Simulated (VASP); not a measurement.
# MgO (I4/mmm) in VASP: notebook

Aim: see how the results for MgO move with the level of theory and the settings. Levels: r2SCAN, HSE06. Tasks: single point.

Everything below comes from runs of VASP 6.6.1. Logs are shortened: lines on timing, memory, paths and dates and some standing lists are left out, and cuts for length are marked.

## Step 1: The cell of the first run

It takes space group I4/mmm (No. 139, tetragonal). Conventional cell: a = 2.973 Å, b = 2.973 Å, c = 4.330 Å, α = 90.00°, β = 90.00°, γ = 90.00°. Mg (site symmetry 4/mmm) has 6 O at 2.10 to 2.17 Å within 2.8 Å. Within 2.8 Å of O (site symmetry 4/mmm) lie 6 Mg at 2.10 to 2.17 Å.

## Step 2: Single point, r2SCAN (uniaxial z strain +3.0%)

File POSCAR:

```
MgO
1.0
    0.0000000000      2.1021674155      2.1652324379
    2.1021674155      0.0000000000      2.1652324379
    2.1021674155      2.1021674155      0.0000000000
Mg O
1 1
Direct
    0.0000000000      0.0000000000      0.0000000000
    0.5000000000      0.5000000000      0.5000000000
```

File INCAR.step1:

```
PREC = Accurate ; ENCUT = 520
ISMEAR = 0 ; SIGMA = 0.01
LREAL = False ; LASPH = True
NELM = 80 ; NBANDS = 11
GGA = PE ; ALGO = Normal
EDIFF = 1E-4 ; LWAVE = True
LCHARG = False
```

File INCAR.step2:

```
PREC = Accurate ; ENCUT = 520
EDIFF = 1E-6 ; ISMEAR = 0
SIGMA = 0.01 ; LREAL = False
LASPH = True ; NELM = 80
ALGO = Normal ; ISIF = 2
LWAVE = False ; LCHARG = False
METAGGA = R2SCAN ; LMIXTAU = True
NBANDS = 11 ; ISTART = 1
```

File KPOINTS:

```
Automatic mesh
0
Gamma
  10 10 10
```

Potentials or basis: VASP PAW PBE potentials, release 64 (Mg, O).

Launch:

```console
cat potpaw_PBE.64/Mg/POTCAR potpaw_PBE.64/O/POTCAR > POTCAR
cp INCAR.step1 INCAR
mpirun -np 1 vasp_std > vasp.out
cp INCAR.step2 INCAR
mpirun -np 1 vasp_std > vasp.out
```

OUTCAR:

```text
PREC = Accurate
   ENCUT = 520
   EDIFF = 1E-6
   ISMEAR = 0
   LREAL = False
   LASPH = True
   NELM = 80
   ISIF = 2
   METAGGA = R2SCAN
   ISTART = 1

 ion  position               nearest neighbor table
   1  0.000  0.000  0.000-   2 2.10   2 2.10   2 2.10   2 2.10   2 2.17   2 2.17
   2  0.500  0.500  0.500-   1 2.10   1 2.10   1 2.10   1 2.10   1 2.17   1 2.17

  LATTYP: Found a body centered tetragonal cell.
 ALAT       =     2.9729136694
 C/A-ratio  =     1.4566399692

  Lattice vectors:

 A1 = (  -2.1021674155,   0.0000000000,   2.1652324379)
 A2 = (   2.1021674155,   0.0000000000,   2.1652324379)
 A3 = (   0.0000000000,   2.1021674155,  -2.1652324379)

Analysis of symmetry for initial positions (statically):
=====================================================================
 Subroutine PRICEL returns:
 Original cell was already a primitive cell.

 Routine SETGRP: Setting up the symmetry group for a
 body centered tetragonal supercell.

 Subroutine GETGRP returns: Found 16 space group operations
 (whereof 16 operations were pure point group operations)
 out of a pool of 16 trial point group operations.

The static configuration has the point symmetry D_4h.

Analysis of symmetry for dynamics (positions and initial velocities):
=====================================================================
 Subroutine PRICEL returns:
 Original cell was already a primitive cell.

 Routine SETGRP: Setting up the symmetry group for a
 body centered tetragonal supercell.

 Subroutine GETGRP returns: Found 16 space group operations
 (whereof 16 operations were pure point group operations)
 out of a pool of 16 trial point group operations.

The dynamic configuration has the point symmetry D_4h.

 Subroutine INISYM returns: Found 16 space group operations
 (whereof 16 operations are pure point group operations),
 and found     1 'primitive' translations

----------------------------------------------------------------------------------------

                                     Primitive cell

  volume of cell :      19.1368

  direct lattice vectors                    reciprocal lattice vectors
     0.000000000  2.102167415  2.165232438    -0.237849753  0.237849753  0.230922090
     2.102167415  0.000000000  2.165232438     0.237849753 -0.237849753  0.230922090
     2.102167415  2.102167415  0.000000000     0.237849753  0.237849753 -0.230922090

  length of vectors
     3.017836867  3.017836867  2.972913669     0.408007379  0.408007379  0.408007379

  position of ions in fractional coordinates (direct lattice)
     0.000000000  0.000000000  0.000000000
     0.500000000  0.500000000  0.500000000

  ion indices of the primitive-cell ions
   primitive index   ion index
                 1           1
                 2           2

----------------------------------------------------------------------------------------

 KPOINTS: Automatic mesh

Automatic generation of k-mesh.
 Grid dimensions read from file:
 generate k-points for:   10   10   10

 Generating k-lattice:

  Cartesian coordinates                     Fractional coordinates (reciprocal lattice)
    -0.023784975  0.023784975  0.023092209     0.100000000  0.000000000  0.000000000
     0.023784975 -0.023784975  0.023092209     0.000000000  0.100000000  0.000000000
     0.023784975  0.023784975 -0.023092209     0.000000000  0.000000000  0.100000000

  Length of vectors
     0.040800738  0.040800738  0.040800738

  Shift w.r.t. Gamma in fractional coordinates (k-lattice)
     0.000000000  0.000000000  0.000000000

 Subroutine IBZKPT returns following result:
 ===========================================

 Found    102 irreducible k-points:

 Following reciprocal coordinates:
            Coordinates               Weight
  0.000000  0.000000  0.000000      1.000000
  0.100000  0.000000  0.000000      8.000000
  0.200000  0.000000  0.000000      8.000000
  0.300000  0.000000  0.000000      8.000000
  0.400000  0.000000  0.000000      8.000000
  0.500000  0.000000  0.000000      4.000000
[... 16 lines left out ...]
  0.300000  0.300000  0.000000      2.000000
  0.400000  0.300000  0.000000      8.000000
 [... further k-points ...]
   k-points           NKPTS =    102   k-points in BZ     NKDIM =    102   number of bands    NBANDS=     11
   number of dos      NEDOS =    301   number of ions     NIONS =      2
   total plane-waves  NPLWV =  13824
   dimension x,y,z NGX =    24 NGY =   24 NGZ =   24
   dimension x,y,z NGXF=    48 NGYF=   48 NGZF=   48
   ions per type =               1   1
   NGX,Y,Z   is equivalent  to a cutoff of  13.22, 13.22, 13.42 a.u.
   NGXF,Y,Z  is equivalent  to a cutoff of  26.44, 26.44, 26.84 a.u.
 SYSTEM =  unknown system
   PREC   = accura    normal or accurate (medium, high low for compatibility)
   ISTART =      1    job   : 0-new  1-cont  2-samecut
   ICHARG =      0    charge: 1-file 2-atom 10-const
   ISPIN  =      1    spin polarized calculation?
   LNONCOLLINEAR =      F non collinear calculations
   LSORBIT =      F    spin-orbit coupling
   LASPH  =      T    aspherical Exc in radial PAW
   ENCUT  =  520.0 eV  38.22 Ry    6.18 a.u.   5.61  5.61  5.53*2*pi/ulx,y,z
   NELM   =     80;   NELMIN=  2; NELMDL=  0     # of ELM steps
   EDIFF  = 0.1E-05   stopping-criterion for ELM
   LREAL  =      F    real-space projection
   EDIFFG = 0.1E-04   stopping-criterion for IOM
   NSW    =      0    number of steps for IOM
   IBRION =     -1    ionic relax: 0-MD 1-quasi-New 2-CG
   NFREE  =      0    steps in history (QN), initial steepest desc. (CG)
   ISIF   =      2    stress and relaxation
   ISYM   =      2    0-nonsym 1-usesym 2-fastsym
   POTIM  = 0.5000    time-step for ionic-motion
   TEBEG  =    0.0;   TEEND  =   0.0 temperature during run
   PSTRESS=    0.0 pullay stress
   NELECT =       8.0000    total number of electrons
   NUPDOWN=      -1.0000    fix difference up-down
   EMIN   =  10.00;   EMAX   =-10.00  energy-range for DOS
   EFERMI =   0.00;   METHOD = LEGACY
   ISMEAR =     0;   SIGMA  =   0.01  broadening in eV -4-tet -1-fermi 0-gaus
   EFERMI_NEDOS =   21; number of points for ismear=-14 and -15
   IALGO  =     38    algorithm
   IMIX   =      4    mixing-type and parameters
     AMIX     =   0.40;   BMIX     =  1.00
     AMIX_MAG =   1.60;   BMIX_MAG =  1.00
  volume/ion in A,a.u.               =       9.57        64.57
  Fermi-wavevector in a.u.,A,eV,Ry     =   1.224095  2.313204 20.387086  1.498409
  Thomas-Fermi vector in A             =   2.359182
   LORBIT       =      0    0 simple, 1 ext, 2 COOP (PROOUT), +10 PAW based schemes
   METAGGA = R2SCAN    functional components
   LHFCALC =     F    Hartree Fock is set to
   AEXX    =    0.0000 exact exchange contribution
   IVDW    =     0    specifies the selected vdW correction
   LEPSILON=     F    determine dielectric tensor
   LRPA    =     F    only Hartree local field effects (RPA)
 non-spin polarized calculation
 Gauss-broadening in eV      SIGMA  =   0.01
  energy-cutoff  :      520.00
  volume of cell :       19.14
 maximum number of plane-waves:       533
 NGX is ok and might be reduce to    24
   NGX = 11   NGY = 11   NGZ = 11

 number of electron       8.0000003 magnetization

 Free energy of the ion-electron system (eV)
  ---------------------------------------------------
  ext. energy  EPLUGINS =         0.00000000
  ---------------------------------------------------
  free energy    TOTEN  =       -16.14364346 eV

  energy without entropy =      -16.14364346  energy(sigma->0) =      -16.14364346

 E-fermi :   2.7506     XC(G=0): -11.4704

 val. band max:        2.6413026341   @ k =   0.0000   0.0000   0.0000
 cond. band min:       7.9587462481   @ k =   0.0000   0.0000   0.0000
 fundamental gap:      5.3174436139
 Fermi energy:         2.7505918095

 k-point     1 :       0.0000    0.0000    0.0000
  band No.  band energies     occupation
      1     -15.4807      2.00000
      2       2.5785      2.00000
      3       2.5785      2.00000
      4       2.6413      2.00000
      5       7.9587      0.00000
      6      19.0942      0.00000
      7      19.4064      0.00000
      8      19.4064      0.00000
      9      23.3805      0.00000
     10      24.6391      0.00000
     11      25.6067      0.00000

 k-point     2 :       0.1000    0.0000    0.0000
  band No.  band energies     occupation
      1     -15.3811      2.00000
      2       1.9754      2.00000
      3       2.5176      2.00000
      4       2.5498      2.00000
      5       8.5744      0.00000
      6      18.0597      0.00000
      7      19.4325      0.00000
      8      19.6575      0.00000
      9      23.9348      0.00000
     10      24.7906      0.00000
     11      25.0313      0.00000

 k-point     3 :       0.2000    0.0000    0.0000
  band No.  band energies     occupation
      1     -15.1087      2.00000
      2       0.6862      2.00000
      3       2.3626      2.00000
      4       2.3654      2.00000
      5       9.7893      0.00000
      6      16.5418      0.00000
      7      19.8525      0.00000
      8      20.1976      0.00000
      9      23.3488      0.00000
     10      23.9717      0.00000
     11      25.9448      0.00000

 k-point     4 :       0.3000    0.0000    0.0000
  band No.  band energies     occupation
      1     -14.7441      2.00000
      2      -0.6126      2.00000
      3       2.1496      2.00000
      4       2.1794      2.00000
      5      10.7760      0.00000
      6      15.8415      0.00000
      7      19.8526      0.00000
      8      20.4060      0.00000
      9      23.9673      0.00000
     10      24.3049      0.00000
     11      25.3675      0.00000
[... 239 lines left out ...]
 k-point    22 :      -0.2000    0.2000    0.0000
  band No.  band energies     occupation
      1     -14.6215      2.00000
      2      -0.4997      2.00000
      3       1.3249      2.00000
      4       2.1758      2.00000
      5      11.7361      0.00000
      6      15.2358      0.00000
      7      18.6355      0.00000
      8      21.6154      0.00000
      9      22.1803      0.00000
     10      25.0485      0.00000
     11      28.0904      0.00000

 k-point    23 :       0.3000    0.3000    0.0000
  band No.  band energies     occupation
      1     -14.5967      2.00000
      2      -0.4823      2.00000
      3       1.7244      2.00000
      4       1.7244      2.00000
      5      12.1684      0.00000
      6      14.0716      0.00000
      7      17.6224      0.00000
      8      21.6942      0.00000
      9      21.6942      0.00000
     10      28.1406      0.00000
     11      30.6457      0.00000

 k-point    24 :       0.4000    0.3000    0.0000
  band No.  band energies     occupation
      1     -14.3715      2.00000
      2      -0.9102      2.00000
      3       1.3580      2.00000
      4       1.5879      2.00000
      5      12.9624      0.00000
      6      13.8140      0.00000
      7      16.8420      0.00000
      8      21.9755      0.00000
      9      22.1366      0.00000
     10      28.8266      0.00000
     11      30.2829      0.00000

 [... further k-points ...]
[... 5 lines left out ...]
  --------------------------------------------------------------------------------------
  -------------------------------------------------------------------------------------
  Total       -0.4542817     -0.4542817     -1.0562887      0.0000000      0.0000000      0.0000000
  in kB      -38.0335389    -38.0335389    -88.4349787      0.0000000      0.0000000      0.0000000
  external PRESSURE =     -54.8340188 kB  Pullay stress =       0.0000000 kB

 VOLUME and BASIS-vectors are now :
 -----------------------------------------------------------------------------
  energy-cutoff  :      520.00
  volume of cell :       19.14
      direct lattice vectors                 reciprocal lattice vectors
     0.000000000  2.102167415  2.165232438    -0.237849753  0.237849753  0.230922090
     2.102167415  0.000000000  2.165232438     0.237849753 -0.237849753  0.230922090
     2.102167415  2.102167415  0.000000000     0.237849753  0.237849753 -0.230922090

 POSITION                                       TOTAL-FORCE (eV/Angst)
 -----------------------------------------------------------------------------------
      0.00000      0.00000      0.00000         0.000000      0.000000      0.000000
      2.10217      2.10217      2.16523         0.000000      0.000000     -0.000000
 -----------------------------------------------------------------------------------
    total drift:                               -0.000000     -0.000000      0.000000

  FREE ENERGIE OF THE ION-ELECTRON SYSTEM (eV)
  ---------------------------------------------------
  free  energy   TOTEN  =       -16.1436434577 eV

  energy  without entropy=      -16.1436434577  energy(sigma->0) =      -16.14364346
```

Wall time 34 s (1 thread of Intel Xeon Platinum 8559C (Emerald Rapids), shared host); peak memory 0.16 GiB.

Results:

* Free energy: -16.1436 eV
* Pressure: -5.5 GPa
* Band gap on the k mesh: 5.32 eV

Levels at points of the mesh, in eV from the valence-band top:
| k point | band 1 | band 2 | band 3 | band 4 | band 5 | band 6 | band 7 | band 8 |
| --- | --- | --- | --- | --- | --- | --- | --- | --- |
| (0.00, 0.00, 0.00) | -18.12 | -0.06 | -0.06 | 0.00 | 5.32 | 16.45 | 16.77 | 16.77 |
| (0.50, 0.00, 0.00) | -16.93 | -4.55 | -0.72 | -0.66 | 8.59 | 13.47 | 16.82 | 17.47 |
| (0.50, 0.50, 0.00) | -16.74 | -4.10 | -1.30 | -1.30 | 10.17 | 10.79 | 13.72 | 20.19 |
| (0.50, 0.00, 0.50) | -16.67 | -4.01 | -1.52 | -1.33 | 9.86 | 10.74 | 14.11 | 19.54 |

Caveat: the cell differs from its parent crystal (uniaxial z strain +3.0%); the cell stands under tension; the PAW data sets were made with another functional, which shifts forces and pressure a little.

## Step 3: Single point, HSE06 (uniaxial z strain -2.0%)

File POSCAR:

```
MgO
1.0
    0.0000000000      2.1021674155      2.0601240671
    2.1021674155      0.0000000000      2.0601240671
    2.1021674155      2.1021674155      0.0000000000
Mg O
1 1
Direct
    0.0000000000      0.0000000000      0.0000000000
    0.5000000000      0.5000000000      0.5000000000
```

File INCAR.step1:

```
PREC = Accurate
ENCUT = 520
EDIFF = 1E-5
ISMEAR = 0
SIGMA = 0.01
LREAL = F
LASPH = T
NELM = 80
ALGO = Normal
ISIF = 2
LWAVE = T
LCHARG = F
NBANDS = 11
GGA = PE
```

File INCAR.step2:

```
PREC = Accurate
ENCUT = 520
EDIFF = 1E-6
ISMEAR = 0
SIGMA = 0.01
LREAL = F
LASPH = T
NELM = 80
ALGO = Normal
ISIF = 2
LWAVE = F
LCHARG = F
GGA = PE
LHFCALC = T
HFSCREEN = 0.2079
PRECFOCK = Normal
NBANDS = 11
ISTART = 1
```

File KPOINTS:

```
regular mesh
0
Gamma
  8 8 8
```

Potentials or basis: VASP PAW PBE potentials, release 64 (Mg, O).

Launch:

```console
cat potpaw_PBE.64/Mg/POTCAR potpaw_PBE.64/O/POTCAR > POTCAR
cp INCAR.step1 INCAR
mpirun -np 1 vasp_std > vasp.out
cp INCAR.step2 INCAR
mpirun -np 1 vasp_std > vasp.out
```

Wall time 59 min (1 thread of Intel Xeon Platinum 8259CL at 2.50GHz (Skylake/Cascade Lake), shared host); peak memory 0.27 GiB.

Results (log left out):

| Property | Result |
| --- | --- |
| Free energy | -14.2035 eV |
| Pressure | 3.0 GPa |
| Band gap on the k mesh | 6.69 eV |

Stress tensor (GPa, compression positive):
```
1.39 0.00 0.00
0.00 1.39 0.00
0.00 0.00 6.32
```

Levels at points of the mesh, in eV from the valence-band top:
```
           k point  band 1  band 2  band 3  band 4  band 5  band 6  band 7  band 8  band 9
(0.00, 0.00, 0.00)  -18.98   -0.06    0.00    0.00    6.69   17.83   17.83   18.04   21.90
(0.50, 0.00, 0.00)  -17.57   -5.07   -0.78   -0.74    9.83   15.15   18.35   18.83   23.43
(0.50, 0.50, 0.00)  -17.24   -4.47   -1.59   -1.59   10.73   12.11   15.82   21.61   21.61
(0.50, 0.00, 0.50)  -17.30   -4.54   -1.57   -1.42   10.95   12.14   15.55   21.64   22.06
```

Caveat: the cell differs from its parent crystal (uniaxial z strain -2.0%); the cell stands under pressure; the PAW data sets were made with another functional, which shifts forces and pressure a little.
